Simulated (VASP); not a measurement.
# NiGe: single point with PBE

NiGe:

```
Ni Ge
1.0
     5.34366    0.00000    0.00000
     0.00000    3.45863    0.00000
     0.00000    0.00000    5.76398
Ni Ge
4 4
Direct
  0.99278 0.75000 0.18872
  0.00722 0.25000 0.81128
  0.50722 0.25000 0.68872
  0.49278 0.75000 0.31128
  0.81201 0.75000 0.58844
  0.18799 0.25000 0.41156
  0.68799 0.25000 0.08844
  0.31201 0.75000 0.91156
```

```json
{
 "Program": "VASP 6.6.1",
 "Task": "single point",
 "Functional": "PBE",
 "Potentials or basis": "VASP PAW PBE potentials, release 64 (Ni, Ge_d)",
 "Cutoff": "520 eV",
 "k mesh": "8 × 12 × 8",
 "Occupations": "gaussian, width 0.1 eV",
 "Spin": "no spin polarisation"
}
```

```json
{
 "Pressure": "4.6 GPa",
 "Largest force": "0.006 eV/Å",
 "Band gap on the k mesh": "zero (bands 48 and 49 overlap by 1.73 eV)"
}
```

Forces in eV/Å, atoms in the order of the input:
```
Ni  -0.006  0.000 -0.001
Ni   0.006  0.000  0.001
Ni   0.006  0.000 -0.001
Ni  -0.006  0.000  0.001
Ge   0.003  0.000  0.004
Ge  -0.003  0.000 -0.004
Ge  -0.003  0.000  0.004
Ge   0.003  0.000 -0.004
```

Stress tensor (GPa, compression positive):
```
4.65 0.00 0.00
0.00 4.47 0.00
0.00 0.00 4.61
```

Levels at points of the mesh, in eV from the Fermi level:
| k point | band 44 | band 45 | band 46 | band 47 | band 48 | band 49 | band 50 | band 51 | band 52 | band 53 |
| --- | --- | --- | --- | --- | --- | --- | --- | --- | --- | --- |
| (0.00, 0.00, 0.00) | -1.73 | -1.63 | -1.06 | -0.94 | -0.86 | 0.66 | 0.78 | 3.95 | 4.02 | 4.37 |
| (0.50, 0.00, 0.00) | -1.68 | -1.59 | -1.59 | 0.75 | 0.75 | 1.45 | 1.45 | 3.11 | 3.11 | 4.51 |
| (0.00, 0.50, 0.00) | -1.74 | -1.63 | -1.63 | -1.23 | -1.23 | -0.53 | -0.53 | 2.01 | 2.01 | 2.19 |
| (0.50, 0.50, 0.00) | -1.78 | -1.40 | -1.40 | -1.40 | -1.40 | 0.32 | 0.32 | 0.32 | 0.32 | 4.18 |
| (0.00, 0.00, 0.50) | -1.79 | -1.25 | -1.25 | -0.19 | -0.19 | 1.09 | 1.09 | 2.63 | 2.63 | 4.38 |
| (0.50, 0.00, 0.50) | -1.78 | -0.93 | -0.93 | 0.70 | 0.70 | 2.54 | 2.54 | 2.58 | 2.58 | 2.59 |
| (0.00, 0.50, 0.50) | -1.70 | -1.65 | -1.65 | -1.51 | -1.51 | 0.39 | 0.39 | 0.68 | 0.68 | 2.24 |
| (0.50, 0.50, 0.50) | -1.84 | -1.58 | -1.58 | -1.58 | -1.58 | 2.52 | 2.52 | 2.52 | 2.52 | 3.28 |

Wall time 22 min on 1 thread of Oxide Virtual Turin-like Processor, on a shared host, peak memory 0.78 GiB.

Caveat: the cell stands under pressure. Spin polarisation is off, so any magnetic state and its effect on volume and gap are missing.
